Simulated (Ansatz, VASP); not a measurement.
**Si5W in VASP and in Ansatz**

Contents of INCAR:

```
SYSTEM = Si5W
  ALGO = Normal
  EDIFF = 1E-6
  EDIFFG = -0.04
  ENCUT = 600
  GGA = PE
  IBRION = 2
  ISIF = 3
  ISMEAR = 0
  LASPH = .TRUE.
  LCHARG = .FALSE.
  LREAL = .FALSE.
  LWAVE = .FALSE.
  NELM = 80
  NSW = 90
  PREC = Accurate
  SIGMA = 0.1
```

The input KPOINTS:

```
k-points
0
G
  6 6 4
  0 0 0
```

The input POSCAR:

```
Si5W
1.0
    5.2419212400      0.0000000000      0.0000000000
   -2.6209606200      4.5396369500      0.0000000000
    0.0000000000      0.0000000000      4.2193916600
Si W
5 1
Direct
    0.3333333300      0.6666666700      0.0000000000
    0.6666666700      0.3333333300      0.0000000000
    0.5000000000      0.0000000000      0.5000000000
    0.5000000000      0.5000000000      0.5000000000
    0.0000000000      0.5000000000      0.5000000000
    0.0000000000      0.0000000000      0.0000000000
```

Input for Ansatz:

```yaml
crystal:
  lattice:
    - [5.24192124, 0.0, 0.0]
    - [-2.62096062, 4.53963695, 0.0]
    - [0.0, 0.0, 4.21939166]
  atoms:
    - { symbol: Si, position: [0.33333333, 0.66666667, 0.0] }
    - { symbol: Si, position: [0.66666667, 0.33333333, 0.0] }
    - { symbol: Si, position: [0.5, 0.0, 0.5] }
    - { symbol: Si, position: [0.5, 0.5, 0.5] }
    - { symbol: Si, position: [0.0, 0.5, 0.5] }
    - { symbol: W, position: [0.0, 0.0, 0.0] }
basis:
  ecutwfc: 420
kpoints:
  mp_grid: { grid: [6, 6, 4] }
hamiltonian:
  xc: pbe
scf:
  occupations: { method: gaussian, width: 0.1 }
  lower_state_search: "off"
output:
  forces: true
  stress: true
  eigenvalues: true
relax:
  adjacent_minimum: "off"
  f_tol: 0.04
  max_steps: 70
  cell: { stress_tol: 0.4 }
```

Change from the starting cell: species swapped into the TbCo5 type (P6/mmm, No. 191).

Alike in both runs: task relaxation of cell and atoms; functional PBE; k mesh 6 × 6 × 4; occupations gaussian, width 0.1 eV; no spin polarisation.

|  | VASP | Ansatz |
| --- | --- | --- |
| version | VASP 6.6.1 | Ansatz 0.2.0 |
| potentials or method | VASP PAW PBE potentials, release 64 (Si, W_sv), cutoff 600 eV | scalar-relativistic, plane waves, PAW |
| valence electrons in the cell | 34 | 34 |

|  | VASP | Ansatz | Ansatz less VASP |
| --- | --- | --- | --- |
| gap on the k mesh at the Fermi level, each at its own relaxed structure (eV) | none | none | - |
| relaxed volume (Å³/atom) | 15.00 | 14.99 | -0.018 |
| relaxed cell length with the largest relative difference (Å) | 4.654 | 4.651 | -0.0029 |

A gap of «none» marks a metal or a gap that the smearing closes.

The k mesh is coarse, so the values compare programs but aren't converged. Spin-orbit coupling is off throughout.
